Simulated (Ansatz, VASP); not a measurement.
**BN in VASP and in Ansatz**

```xyz
2
Lattice="0.0000 1.7458 1.7458 1.7458 0.0000 1.7458 1.7458 1.7458 0.0000" Properties=species:S:1:pos:R:3 pbc="T T T"
B     0.0000    0.0000    0.0000
N     1.7458    1.7458    1.7458
```

Alike in both runs: task single point; functional PBE-based screened hybrid; k mesh 6 × 6 × 6; no spin polarisation.

```csv
,VASP,Ansatz
version,VASP 6.6.1,Ansatz 0.2.0
potentials or method,"VASP PAW PBE potentials, release 64 (B, N)",plane waves
plane-wave cutoff (eV),520,420
occupations,"gaussian, width 0.01 eV",fixed
valence electrons in the cell,8,8
```

|  | VASP | Ansatz | Ansatz less VASP |
| --- | --- | --- | --- |
| gap on the k mesh at the Fermi level (eV) | 1.33 | 1.33 | +0.006 |
| pressure (GPa) | 1.4 | 1.4 | +0.05 |

VASP's potentials were made for PBE, not for PBE-based screened hybrid. Ansatz's warnings: stress exchange threshold loose, stress scf threshold loose.

The k mesh is coarse, so the values compare programs but aren't converged.
